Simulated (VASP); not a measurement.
A run of VASP 6.6.1:

Contents of POSCAR:

```
Sb
1.0
   -3.9477424451      3.9477424451      1.9841386384
    3.9477424451     -3.9477424451      1.9841386384
    3.9477424451      3.9477424451     -1.9841386384
Sb
4
Direct
    0.6512630600      0.1512630600      0.8025261200
    0.1512630600      0.3487369400      0.5000000000
    0.3487369400      0.8487369400      0.1974738800
    0.8487369400      0.6512630600      0.5000000000
```

The input INCAR.step1:

```
SYSTEM = Sb
ALGO = Normal
EDIFF = 1E-4
ENCUT = 520
GGA = PE
ISMEAR = -1
LASPH = .TRUE.
LCHARG = .FALSE.
LREAL = .FALSE.
LWAVE = .TRUE.
NBANDS = 18
NELM = 100
PREC = Accurate
SIGMA = 0.05
```

The input INCAR.step2:

```
SYSTEM = Sb
ALGO = Normal
EDIFF = 1E-7
ENCUT = 520
ISIF = 2
ISMEAR = -1
ISTART = 1
LASPH = .TRUE.
LCHARG = .TRUE.
LELF = .TRUE.
LMIXTAU = .TRUE.
LREAL = .FALSE.
LVHAR = .TRUE.
LWAVE = .FALSE.
METAGGA = R2SCAN
NBANDS = 18
NELM = 100
PREC = Accurate
SIGMA = 0.05
```

Contents of KPOINTS:

```
k-points
0
G
  7 7 7
  0 0 0
```

Potentials or basis: VASP PAW PBE potentials, release 64 (Sb).

Command:

```bash
$ cat potpaw_PBE.64/Sb/POTCAR > POTCAR
$ cp INCAR.step1 INCAR
$ mpirun -np 1 vasp_std > vasp.out
$ cp INCAR.step2 INCAR
$ mpirun -np 1 vasp_std > vasp.out
```

Hardware: 1 thread of Intel(R) Xeon(R) Platinum 8259CL CPU @ 2.50GHz (Skylake/Cascade Lake) (shared host).

How long does it take, and how much memory?

Run time: 6.1 min on 1 thread of Intel(R) Xeon(R) Platinum 8259CL CPU @ 2.50GHz (Skylake/Cascade Lake), on a shared host, peak memory 0.37 GiB. Counts: k points 40.
